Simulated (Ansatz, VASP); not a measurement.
Co3C2 in VASP and in Ansatz

```
CELL_PARAMETERS angstrom
2.97936 0.00000 0.00000
-1.48968 2.58021 0.00000
0.00000 0.00000 5.69053
ATOMIC_POSITIONS crystal
Co 0.66667 0.33333 0.19267
Co 0.66667 0.33333 0.80733
Co 0.00000 0.00000 0.50000
C 0.00000 0.00000 0.00000
C 0.33333 0.66667 0.50000
```

Alike in both runs: task relaxation of cell and atoms; functional PBEsol; k mesh 12 × 12 × 6; occupations gaussian, width 0.1 eV; collinear spin.

```csv
,VASP,Ansatz
version,VASP 6.6.1,Ansatz 0.2.0
potentials or method,"VASP PAW PBE potentials, release 64 (Co, C), cutoff 600 eV","scalar-relativistic, plane waves, PAW"
valence electrons in the cell,35,59
```

Ansatz gave:

```
gap on the k mesh at the Fermi level, each at its own relaxed structure (eV) : none
net moment per atom (μB)                                                     : 0.00
relaxed volume (Å³/atom)                                                     : 8.75
relaxed cell length with the largest relative difference (Å)                 : 5.704
```

Problem. Which values does VASP return?

Solution. gap on the k mesh at the Fermi level, each at its own relaxed structure (eV): none; net moment per atom (μB): 0.00; relaxed volume (Å³/atom): 8.75; relaxed cell length with the largest relative difference (Å): 5.685.

VASP's potentials were made for PBE, not for PBEsol. A gap of «none» marks a metal or a gap that the smearing closes. VASP's potentials hold 35 valence electrons a cell and Ansatz's 59, so a difference there can come from the potentials and not from the codes. Ansatz's warnings: seeded moment not kept.
